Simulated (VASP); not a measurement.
Here is a VASP 6.6.1 calculation.

The input INCAR:

```
SYSTEM = NaI
  PREC = Accurate
  ENCUT = 520
  EDIFF = 1E-6
  ISMEAR = 0
  SIGMA = 0.02
  LREAL = .FALSE.
  LASPH = .TRUE.
  NELM = 60
  ALGO = Normal
  ISIF = 2
  LWAVE = .FALSE.
  LCHARG = .FALSE.
  GGA = PE
  IVDW = 12
  NBANDS = 14
```

KPOINTS

```
Automatic mesh
0
G
  6 6 6
  0 0 0
```

File POSCAR:

```
NaI
1.0
    0.0000000000      3.1782011130      3.1782011130
    3.1782011130      0.0000000000      3.1782011130
    3.1782011130      3.1782011130      0.0000000000
Na I
1 1
Direct
    0.0000000000      0.0000000000      0.0000000000
    0.5000000000      0.5000000000      0.5000000000
```

Potentials or basis: VASP PAW PBE potentials, release 64 (Na_pv, I).

The run is started by

```sh
$ cat potpaw_PBE.64/Na_pv/POTCAR potpaw_PBE.64/I/POTCAR > POTCAR
$ mpirun -np 1 vasp_std > vasp.out
```

(1) What does it give for the dispersion energy per atom?

(2) Estimate the band gap on the k mesh.

(3) Predict the pressure.

## Answers

(1) -0.268 eV.

(2) 3.79 eV, direct.

(3) 0.1 GPa.

Caveat: spin-orbit coupling is left out, which moves the levels of the heavy elements.
